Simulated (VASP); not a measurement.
Write the native input for VASP 6.6.1 that does the following.

| Property | Result |
| --- | --- |
| Task | single point |
| Functional | PBE |
| Potentials or basis | VASP PAW PBE potentials, release 64 (Si, Sn_d) |
| Cutoff | 520 eV |
| k mesh | 4 × 4 × 1 |
| Occupations | gaussian, width 0.2 eV |
| Spin | no spin polarisation |
| Dipole correction | no |
| Further INCAR settings | ALGO = Fast; EDIFF = 1e-07; NBANDS = 76 |

The structure of SiSn2 lies in POSCAR:

```
SiSn2
1.0
    4.4287813094      0.0000000000      0.0000000000
   -2.2143906547      3.8354371217      0.0000000000
    0.0000000000      0.0000000000     21.8342915304
Si Sn
4 8
Direct
    0.6666666667      0.3333333333      0.0801892288
    0.0000000000      0.0000000000      0.0545053087
    0.0000000000      0.0000000000      0.9454946913
    0.3333333333      0.6666666667      0.9198107712
    0.6666666667      0.3333333333      0.2002944706
    0.3333333333      0.6666666667      0.3827114889
    0.3333333333      0.6666666667      0.2526611355
    0.0000000000      0.0000000000      0.4347145962
    0.0000000000      0.0000000000      0.5652854038
    0.3333333333      0.6666666667      0.7997055294
    0.6666666667      0.3333333333      0.6172885111
    0.6666666667      0.3333333333      0.7473388645
```

These files were run (other wordings do the same):

INCAR

```
PREC = Accurate
ENCUT = 520
EDIFF = 1E-7
ISMEAR = 0
SIGMA = 0.2
LREAL = F
LASPH = T
NELM = 80
ALGO = Fast
ISIF = 2
LWAVE = F
LCHARG = F
GGA = PE
NBANDS = 76
```

KPOINTS

```
Automatic mesh
0
Gamma
  4 4 1
```

Potentials or basis: VASP PAW PBE potentials, release 64 (Si, Sn_d).

Launch:

```bash
$ cat potpaw_PBE.64/Si/POTCAR potpaw_PBE.64/Sn_d/POTCAR > POTCAR
$ mpirun -np 1 vasp_std > vasp.out
```

Results of the run:

The pressure is 0.0 GPa and the largest force is 0.049 eV/Å. The band gap on the k mesh is zero (band 64 reaches 5.32 eV, above the bottom of band 65 at 5.30 eV).

Caveat: the k points lie up to 0.41 Å⁻¹ apart; spin-orbit coupling is left out, which moves the levels of the heavy elements.

It took 110 s on 1 thread of Intel(R) Xeon(R) 6975P-C (Granite Rapids), on a shared host, peak memory 0.5 GiB.
